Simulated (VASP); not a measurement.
# Al12O in VASP: relaxation of the atoms with LDA

Aim: the relaxation of the atoms of Al12O with LDA.

Program: VASP 6.6.1. These are calculated values, not measurements. Logs are shortened: lines on timing, memory, paths and dates and some standing lists are left out, and cuts for length are marked.

## 1. The cell of the first run

The cell holds a slab with vacuum, 13 atoms: a = 5.634 Å, b = 5.634 Å, c = 20.032 Å, α = 90.00°, β = 90.00°, γ = 120.00°.

## 2. Relaxation of the atoms, LDA

The input, INCAR:

```
  ALGO = Normal
  DIPOL = 0.5 0.5 0.327
  EDIFF = 1E-6
  EDIFFG = -0.025
  ENCUT = 520
  GGA = CA
  IBRION = 2
  IDIPOL = 3
  ISIF = 2
  ISMEAR = 0
  KPAR = 4
  LASPH = True
  LCHARG = False
  LDIPOL = True
  LREAL = False
  LWAVE = False
  NELM = 60
  NSW = 36
  PREC = Accurate
  SIGMA = 0.1
```

The input, KPOINTS:

```
k-points
0
Gamma
  6 6 1
```

The input, POSCAR:

```
Al12O
1.0
    5.6336864727      0.0000000000      0.0000000000
   -2.8168432363      4.8789156023      0.0000000000
    0.0000000000      0.0000000000     20.0321727095
Al O
12 1
Selective dynamics
Direct
    0.3333333333      0.1666666667      0.1996787896  F F F
    0.3333333333      0.6666666667      0.1996787896  F F F
    0.8333333333      0.1666666667      0.1996787896  F F F
    0.8333333333      0.6666666667      0.1996787896  F F F
    0.1666666667      0.3333333333      0.3128097176  F F F
    0.1666666667      0.8333333333      0.3128097176  F F F
    0.6666666667      0.3333333333      0.3128097176  F F F
    0.6666666667      0.8333333333      0.3128097176  F F F
    0.0000000000      0.0000000000      0.4259234799  F F F
    0.0000000000      0.5000000000      0.4259234799  F F F
    0.5000000000      0.0000000000      0.4259234799  F F F
    0.5000000000      0.5000000000      0.4259234799  F F F
    0.1666666667      0.0833333333      0.4972312640  F F T
```

Potentials or basis: VASP PAW LDA potentials, release 64 (Al, O).

On the command line:

```sh
$ cat potpaw_LDA.64/Al/POTCAR potpaw_LDA.64/O/POTCAR > POTCAR
$ mpirun -np 4 vasp_std > vasp.out
```

OUTCAR:

```text
EDIFF = 1E-6
   EDIFFG = -0.025
   ENCUT = 520
   GGA = CA
   IBRION = 2
   ISIF = 2
   ISMEAR = 0
   LASPH = True
   LREAL = False
   NELM = 60
   NSW = 36
   PREC = Accurate

 ion  position               nearest neighbor table
   1  0.333  0.167  0.200-   5 2.79   6 2.79   7 2.79   2 2.82   2 2.82   3 2.82   3 2.82   4 2.82
                             4 2.82
   2  0.333  0.667  0.200-   6 2.79   5 2.79   8 2.79   1 2.82   1 2.82   4 2.82   4 2.82   3 2.82
                             3 2.82
   3  0.833  0.167  0.200-   7 2.79   8 2.79   5 2.79   4 2.82   4 2.82   1 2.82   1 2.82   2 2.82
                             2 2.82
   4  0.833  0.667  0.200-   8 2.79   7 2.79   6 2.79   3 2.82   3 2.82   2 2.82   2 2.82   1 2.82
                             1 2.82
   5  0.167  0.333  0.313-   9 2.79  12 2.79  10 2.79   1 2.79   2 2.79   3 2.79   6 2.82   6 2.82
                             7 2.82   7 2.82   8 2.82   8 2.82
   6  0.167  0.833  0.313-  10 2.79  11 2.79   9 2.79   2 2.79   1 2.79   4 2.79   5 2.82   5 2.82
                             8 2.82   8 2.82   7 2.82   7 2.82
   7  0.667  0.333  0.313-  11 2.79  10 2.79  12 2.79   3 2.79   4 2.79   1 2.79   8 2.82   8 2.82
                             5 2.82   5 2.82   6 2.82   6 2.82
   8  0.667  0.833  0.313-  12 2.79   9 2.79  11 2.79   4 2.79   3 2.79   2 2.79   7 2.82   7 2.82
                             6 2.82   6 2.82   5 2.82   5 2.82
   9  0.000  0.000  0.426-  13 1.64   5 2.79   8 2.79   6 2.79  10 2.82  10 2.82  11 2.82  11 2.82
                            12 2.82  12 2.82
  10  0.000  0.500  0.426-   6 2.79   7 2.79   5 2.79   9 2.82   9 2.82  12 2.82  12 2.82  11 2.82
                            11 2.82
  11  0.500  0.000  0.426-  13 2.58   7 2.79   6 2.79   8 2.79  12 2.82  12 2.82   9 2.82   9 2.82
                            10 2.82  10 2.82
  12  0.500  0.500  0.426-  13 2.58   8 2.79   5 2.79   7 2.79  11 2.82  11 2.82  10 2.82  10 2.82
                             9 2.82   9 2.82
  13  0.167  0.083  0.497-   9 1.64  11 2.58  12 2.58

  LATTYP: Found a hexagonal cell.
 ALAT       =     5.6336864727
 C/A-ratio  =     3.5557840868

  Lattice vectors:

 A1 = (   5.6336864727,   0.0000000000,   0.0000000000)
 A2 = (  -2.8168432363,   4.8789156023,   0.0000000000)
 A3 = (   0.0000000000,   0.0000000000,  20.0321727095)

Analysis of symmetry for initial positions (statically):
=====================================================================
 Subroutine PRICEL returns:
 Original cell was already a primitive cell.

 Routine SETGRP: Setting up the symmetry group for a
 hexagonal supercell.

 Subroutine GETGRP returns: Found  2 space group operations
 (whereof  2 operations were pure point group operations)
 out of a pool of 24 trial point group operations.

The static configuration has the point symmetry C_1h.

Analysis of symmetry for dynamics (positions and initial velocities):
=====================================================================
 Subroutine PRICEL returns:
 Original cell was already a primitive cell.

 Routine SETGRP: Setting up the symmetry group for a
 hexagonal supercell.

 Subroutine GETGRP returns: Found  2 space group operations
 (whereof  2 operations were pure point group operations)
 out of a pool of 24 trial point group operations.

The dynamic configuration has the point symmetry C_1h.

Analysis of constrained symmetry for selective dynamics:
=====================================================================
 Subroutine PRICEL returns:
 Original cell was already a primitive cell.

 Routine SETGRP: Setting up the symmetry group for a
 hexagonal supercell.

 Subroutine GETGRP returns: Found  2 space group operations
 (whereof  2 operations were pure point group operations)
 out of a pool of 24 trial point group operations.

The constrained configuration has the point symmetry C_1h.

 Subroutine INISYM returns: Found  2 space group operations
 (whereof  2 operations are pure point group operations),
 and found     1 'primitive' translations

----------------------------------------------------------------------------------------

                                     Primitive cell

  volume of cell :     550.6099

  direct lattice vectors                    reciprocal lattice vectors
     5.633686473  0.000000000  0.000000000     0.177503666  0.102481789  0.000000000
    -2.816843236  4.878915602  0.000000000     0.000000000  0.204963578  0.000000000
     0.000000000  0.000000000 20.032172709     0.000000000  0.000000000  0.049919697

  length of vectors
     5.633686473  5.633686473 20.032172709     0.204963578  0.204963578  0.049919697

  position of ions in fractional coordinates (direct lattice)
     0.333333333  0.166666667  0.199678790
     0.333333333  0.666666667  0.199678790
     0.833333333  0.166666667  0.199678790
     0.833333333  0.666666667  0.199678790
     0.166666667  0.333333333  0.312809718
     0.166666667  0.833333333  0.312809718
     0.666666667  0.333333333  0.312809718
     0.666666667  0.833333333  0.312809718
     0.000000000  0.000000000  0.425923480
     0.000000000  0.500000000  0.425923480
     0.500000000  0.000000000  0.425923480
     0.500000000  0.500000000  0.425923480
     0.166666667  0.083333333  0.497231264

  ion indices of the primitive-cell ions
   primitive index   ion index
                 1           1
                 2           2
                 3           3
                 4           4
                 5           5
                 6           6
                 7           7
                 8           8
                 9           9
                10          10
                11          11
                12          12
                13          13

----------------------------------------------------------------------------------------

 KPOINTS: k-points

Automatic generation of k-mesh.
 Grid dimensions read from file:
 generate k-points for:    6    6    1

 Generating k-lattice:

  Cartesian coordinates                     Fractional coordinates (reciprocal lattice)
     0.029583944  0.017080298  0.000000000     0.166666667  0.000000000  0.000000000
     0.000000000  0.034160596  0.000000000     0.000000000  0.166666667  0.000000000
     0.000000000  0.000000000  0.049919697     0.000000000  0.000000000  1.000000000

  Length of vectors
     0.034160596  0.034160596  0.049919697

  Shift w.r.t. Gamma in fractional coordinates (k-lattice)
     0.000000000  0.000000000  0.000000000

 Subroutine IBZKPT returns following result:
 ===========================================

 Found     13 irreducible k-points:

 Following reciprocal coordinates:
            Coordinates               Weight
  0.000000  0.000000  0.000000      1.000000
  0.166667 -0.000000  0.000000      2.000000
  0.000000  0.166667  0.000000      4.000000
  0.333333 -0.000000  0.000000      2.000000
  0.000000  0.333333  0.000000      4.000000
  0.500000 -0.000000  0.000000      1.000000
  0.000000  0.500000  0.000000      2.000000
  0.166667  0.166667  0.000000      4.000000
 -0.166667  0.333333  0.000000      2.000000
  0.333333  0.166667  0.000000      4.000000
 -0.166667  0.500000  0.000000      4.000000
  0.500000  0.333333  0.000000      4.000000
  0.333333  0.333333  0.000000      2.000000
   k-points           NKPTS =     13   k-points in BZ     NKDIM =     13   number of bands    NBANDS=     28
   number of dos      NEDOS =    301   number of ions     NIONS =     13
   total plane-waves  NPLWV = 264600
   dimension x,y,z NGX =    42 NGY =   42 NGZ =  150
   dimension x,y,z NGXF=    84 NGYF=   84 NGZF=  300
   ions per type =              12   1
   NGX,Y,Z   is equivalent  to a cutoff of  12.39, 12.39, 12.45 a.u.
   NGXF,Y,Z  is equivalent  to a cutoff of  24.79, 24.79, 24.90 a.u.
 SYSTEM =  unknown system
   PREC   = accura    normal or accurate (medium, high low for compatibility)
   ISTART =      0    job   : 0-new  1-cont  2-samecut
   ICHARG =      2    charge: 1-file 2-atom 10-const
   ISPIN  =      1    spin polarized calculation?
   LNONCOLLINEAR =      F non collinear calculations
   LSORBIT =      F    spin-orbit coupling
   LASPH  =      T    aspherical Exc in radial PAW
   ENCUT  =  520.0 eV  38.22 Ry    6.18 a.u.  10.47 10.47 37.25*2*pi/ulx,y,z
   NELM   =     60;   NELMIN=  2; NELMDL= -5     # of ELM steps
   EDIFF  = 0.1E-05   stopping-criterion for ELM
   LREAL  =      F    real-space projection
   EDIFFG = -.3E-01   stopping-criterion for IOM
   NSW    =     36    number of steps for IOM
   IBRION =      2    ionic relax: 0-MD 1-quasi-New 2-CG
   NFREE  =      1    steps in history (QN), initial steepest desc. (CG)
   ISIF   =      2    stress and relaxation
   ISYM   =      2    0-nonsym 1-usesym 2-fastsym
   POTIM  = 0.5000    time-step for ionic-motion
   TEBEG  =    0.0;   TEEND  =   0.0 temperature during run
   PSTRESS=    0.0 pullay stress
   NELECT =      42.0000    total number of electrons
   NUPDOWN=      -1.0000    fix difference up-down
   EMIN   =  10.00;   EMAX   =-10.00  energy-range for DOS
   EFERMI =   0.00;   METHOD = LEGACY
   ISMEAR =     0;   SIGMA  =   0.10  broadening in eV -4-tet -1-fermi 0-gaus
   EFERMI_NEDOS =   21; number of points for ismear=-14 and -15
   IALGO  =     38    algorithm
   IMIX   =      4    mixing-type and parameters
     AMIX     =   0.40;   BMIX     =  1.00
     AMIX_MAG =   1.60;   BMIX_MAG =  1.00
  volume/ion in A,a.u.               =      42.35       285.82
  Fermi-wavevector in a.u.,A,eV,Ry     =   0.694294  1.312025  6.558604  0.482044
  Thomas-Fermi vector in A             =   1.776747
   LORBIT       =      0    0 simple, 1 ext, 2 COOP (PROOUT), +10 PAW based schemes
   GGA     = CA    functional components
   LHFCALC =     F    Hartree Fock is set to
   AEXX    =    0.0000 exact exchange contribution
   IVDW    =     0    specifies the selected vdW correction
   LEPSILON=     F    determine dielectric tensor
   LRPA    =     F    only Hartree local field effects (RPA)
 conjugate gradient relaxation of ions
 non-spin polarized calculation
 Gauss-broadening in eV      SIGMA  =   0.10
  energy-cutoff  :      520.00
  volume of cell :      550.61
 maximum number of plane-waves:     14919
 NGX is ok and might be reduce to    42
   NGX = 21   NGY = 21   NGZ = 75

 dipolmoment           0.000000      0.000000     -0.130661 electrons x Angstroem

--------------------------------------- Ionic step        1  -------------------------------------------

 number of electron      42.0000002 magnetization

 Free energy of the ion-electron system (eV)
  ---------------------------------------------------
  ext. energy  EPLUGINS =         0.00000000
  ---------------------------------------------------
  free energy    TOTEN  =       -54.81789509 eV

  energy without entropy =      -54.79594416  energy(sigma->0) =      -54.80691963

------------------------ aborting loop because EDIFF is reached ----------------------------------------

  FORCE on cell =-STRESS in cart. coord.  units (eV):
  Direction    XX          YY          ZZ          XY          YZ          ZX
  --------------------------------------------------------------------------------------
  -------------------------------------------------------------------------------------
  Total       -3.8581336     -3.5415164      1.7099861     -0.2741986      1.9383850      3.3573812
  in kB      -11.2264853    -10.3051852      4.9757566     -0.7978693      5.6403568      9.7693846
  external PRESSURE =      -5.5186380 kB  Pullay stress =       0.0000000 kB
[... 81 lines left out ...]
--------------------------------------- Ionic step        3  -------------------------------------------

 number of electron      42.0000003 magnetization

 dipolmoment           0.000000      0.000000      0.261393 electrons x Angstroem

 Free energy of the ion-electron system (eV)
  ---------------------------------------------------
  ext. energy  EPLUGINS =         0.00000000
  ---------------------------------------------------
  free energy    TOTEN  =       -54.81846378 eV

  energy without entropy =      -54.79656172  energy(sigma->0) =      -54.80751275

 E-fermi :  -0.2542     XC(G=0):  -4.6407

 val. band max:       -0.3943174828   @ k =   0.0000   0.5000   0.0000
 cond. band min:      -0.2403549671   @ k =   0.0000   0.3333   0.0000
 fundamental gap:      0.1539625157
 Fermi energy:        -0.2542423146

 k-point     1 :       0.0000    0.0000    0.0000
  band No.  band energies     occupation
      1     -17.5278      2.00000
      2     -11.0877      2.00000
      3      -9.2153      2.00000
      4      -6.3340      2.00000
      5      -5.2441      2.00000
      6      -5.1986      2.00000
[... 392 lines left out ...]
     27       2.2317      0.00000
     28       2.4770      0.00000

------------------------ aborting loop because EDIFF is reached ----------------------------------------

 vacuum level on the upper side and lower side of the slab       (xc-potential included)         0.823        -0.853

  FORCE on cell =-STRESS in cart. coord.  units (eV):
  Direction    XX          YY          ZZ          XY          YZ          ZX
  --------------------------------------------------------------------------------------
  -------------------------------------------------------------------------------------
  Total       -3.9210322     -3.5747499      1.4710067     -0.2998893      1.8724371      3.2431563
  in kB      -11.4095091    -10.4018889      4.2803688     -0.8726247      5.4484604      9.4370102
  external PRESSURE =      -5.8436764 kB  Pullay stress =       0.0000000 kB
[... 28 lines left out ...]
  FREE ENERGIE OF THE ION-ELECTRON SYSTEM (eV)
  ---------------------------------------------------
  free  energy   TOTEN  =       -54.8184637833 eV

  energy  without entropy=      -54.7965617239  energy(sigma->0) =      -54.80751275

 reached required accuracy - stopping structural energy minimisation

 vacuum level on the upper side and lower side of the slab         5.568         3.846
```

Wall time 6.1 min (4 MPI ranks of Intel Xeon Platinum 8375C at 2.90GHz (Ice Lake), shared host); peak memory 0.56 GiB.

Results:

- Free energy: -54.8185 eV
- Energy gained by relaxing: 0.0 meV/atom
- Ionic steps: 3
- Band gap on the k mesh: zero (bands 21 and 22 overlap by 0.70 eV)

Step by step:
```csv
step,energy change (eV),largest force on free atoms (eV/Å),pressure (GPa)
1,0.0000,0.1737,-0.55
2,-0.0005,0.0462,-0.59
3,-0.0006,0.0003,-0.58
```

Final structure:
```
Al O
1.0
     5.63369    0.00000    0.00000
    -2.81684    4.87892    0.00000
     0.00000    0.00000   20.03217
Al O
12 1
Direct
  0.33333 0.16667 0.19968
  0.33333 0.66667 0.19968
  0.83333 0.16667 0.19968
  0.83333 0.66667 0.19968
  0.16667 0.33333 0.31281
  0.16667 0.83333 0.31281
  0.66667 0.33333 0.31281
  0.66667 0.83333 0.31281
  0.00000 0.00000 0.42592
  0.00000 0.50000 0.42592
  0.50000 0.00000 0.42592
  0.50000 0.50000 0.42592
  0.16667 0.08333 0.49756
```
